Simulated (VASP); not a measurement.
A run of VASP 6.6.1 is set up as follows.

The input INCAR:

```
  PREC = Accurate
  ENCUT = 520
  EDIFF = 1E-6
  ISMEAR = -1
  SIGMA = 0.05
  LREAL = Auto
  LASPH = True
  NELM = 80
  ALGO = Normal
  ISIF = 2
  LWAVE = False
  LCHARG = False
  GGA = PS
  NBANDS = 198
```

File KPOINTS:

```
Automatic mesh
0
Gamma
  1 1 1
```

POSCAR

```
LiF
1.0
    8.0151850000      0.0000000000      0.0000000000
    0.0000000000      8.0151850000      0.0000000000
    0.0000000000      0.0000000000      8.0151850000
F Li
32 32
Direct
    0.2500000000      0.0000000000      0.0000000000
    0.2500000000      0.0000000000      0.5000000000
    0.2500000000      0.5000000000      0.0000000000
    0.2500000000      0.5000000000      0.5000000000
    0.7500000000      0.0000000000      0.0000000000
    0.7500000000      0.0000000000      0.5000000000
    0.7500000000      0.5000000000      0.0000000000
    0.7500000000      0.5000000000      0.5000000000
    0.0000000000      0.2500000000      0.0000000000
    0.0000000000      0.2500000000      0.5000000000
    0.0000000000      0.7500000000      0.0000000000
    0.0000000000      0.7500000000      0.5000000000
    0.5000000000      0.2500000000      0.0000000000
    0.5000000000      0.2500000000      0.5000000000
    0.5000000000      0.7500000000      0.0000000000
    0.5000000000      0.7500000000      0.5000000000
    0.0000000000      0.0000000000      0.2500000000
    0.0000000000      0.0000000000      0.7500000000
    0.0000000000      0.5000000000      0.2500000000
    0.0000000000      0.5000000000      0.7500000000
    0.5000000000      0.0000000000      0.2500000000
    0.5000000000      0.0000000000      0.7500000000
    0.5000000000      0.5000000000      0.2500000000
    0.5000000000      0.5000000000      0.7500000000
    0.2500000000      0.2500000000      0.2500000000
    0.2500000000      0.2500000000      0.7500000000
    0.2500000000      0.7500000000      0.2500000000
    0.2500000000      0.7500000000      0.7500000000
    0.7500000000      0.2500000000      0.2500000000
    0.7500000000      0.2500000000      0.7500000000
    0.7500000000      0.7500000000      0.2500000000
    0.7500000000      0.7500000000      0.7500000000
    0.0000000000      0.0000000000      0.0000000000
    0.0000000000      0.0000000000      0.5000000000
    0.0000000000      0.5000000000      0.0000000000
    0.0000000000      0.5000000000      0.5000000000
    0.5000000000      0.0000000000      0.0000000000
    0.5000000000      0.0000000000      0.5000000000
    0.5000000000      0.5000000000      0.0000000000
    0.5000000000      0.5000000000      0.5000000000
    0.2500000000      0.2500000000      0.0000000000
    0.2500000000      0.2500000000      0.5000000000
    0.2500000000      0.7500000000      0.0000000000
    0.2500000000      0.7500000000      0.5000000000
    0.7500000000      0.2500000000      0.0000000000
    0.7500000000      0.2500000000      0.5000000000
    0.7500000000      0.7500000000      0.0000000000
    0.7500000000      0.7500000000      0.5000000000
    0.2500000000      0.0000000000      0.2500000000
    0.2500000000      0.0000000000      0.7500000000
    0.2500000000      0.5000000000      0.2500000000
    0.2500000000      0.5000000000      0.7500000000
    0.7500000000      0.0000000000      0.2500000000
    0.7500000000      0.0000000000      0.7500000000
    0.7500000000      0.5000000000      0.2500000000
    0.7500000000      0.5000000000      0.7500000000
    0.0000000000      0.2500000000      0.2500000000
    0.0000000000      0.2500000000      0.7500000000
    0.0000000000      0.7500000000      0.2500000000
    0.0000000000      0.7500000000      0.7500000000
    0.5000000000      0.2500000000      0.2500000000
    0.5000000000      0.2500000000      0.7500000000
    0.5000000000      0.7500000000      0.2500000000
    0.5000000000      0.7500000000      0.7500000000
```

Potentials or basis: VASP PAW PBE potentials, release 64 (F, Li_sv).

Command:

```sh
$ cat potpaw_PBE.64/F/POTCAR potpaw_PBE.64/Li_sv/POTCAR > POTCAR
$ mpirun -np 1 vasp_gam > vasp.out
```

(1) Estimate the band gap on the k mesh.

## Answers

(1) 9.05 eV.

Caveat: the k points lie up to 0.78 Å⁻¹ apart.
